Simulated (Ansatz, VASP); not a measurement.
## Cd2TeSe5: VASP beside Ansatz

```
Cd Te Se
1.0
    -2.13552    2.13552   11.64032
     2.13552   -2.13552   11.64032
     2.13552    2.13552  -11.64032
Cd Te Se
2 1 5
Direct
  0.25100 0.25100 0.00000
  0.74900 0.74900 0.00000
  0.00000 0.00000 0.00000
  0.66286 0.16286 0.50000
  0.33714 0.83714 0.50000
  0.16286 0.66286 0.50000
  0.83714 0.33714 0.50000
  0.50000 0.50000 0.00000
```

Change from the starting cell: species swapped into the LuAl2Pd5 type (I4/mmm, No. 139).

Alike in both runs: functional PBE; k mesh 3 × 3 × 3; occupations gaussian, width 0.15 eV; no spin polarisation.

Ansatz relaxed the structure, and its values are those at the end. VASP's run is a single point on that final structure, the one shown.

|  | VASP | Ansatz |
| --- | --- | --- |
| version | VASP 6.6.1 | Ansatz 0.2.0 |
| potentials or method | VASP PAW PBE potentials, release 64 (Cd, Te, Se), cutoff 500 eV | scalar-relativistic, plane waves, PAW |
| valence electrons in the cell | 60 | 136 |

Ansatz gave:

| Quantity | Value |
| --- | --- |
| gap on the k mesh at the Fermi level (eV) | none |
| pressure (GPa) | 0.4 |
| rms of the force components (eV/Å) | 0.033 |

Problem. Which values does VASP return?

Solution. gap on the k mesh at the Fermi level (eV): none; pressure (GPa): 0.6; rms of the force components (eV/Å): 0.049.

A gap of «none» marks a metal or a gap that the smearing closes. VASP's potentials hold 60 valence electrons a cell and Ansatz's 136, so a difference there can come from the potentials and not from the codes.

The k mesh is coarse, so the values compare programs but aren't converged. Spin-orbit coupling is off throughout.
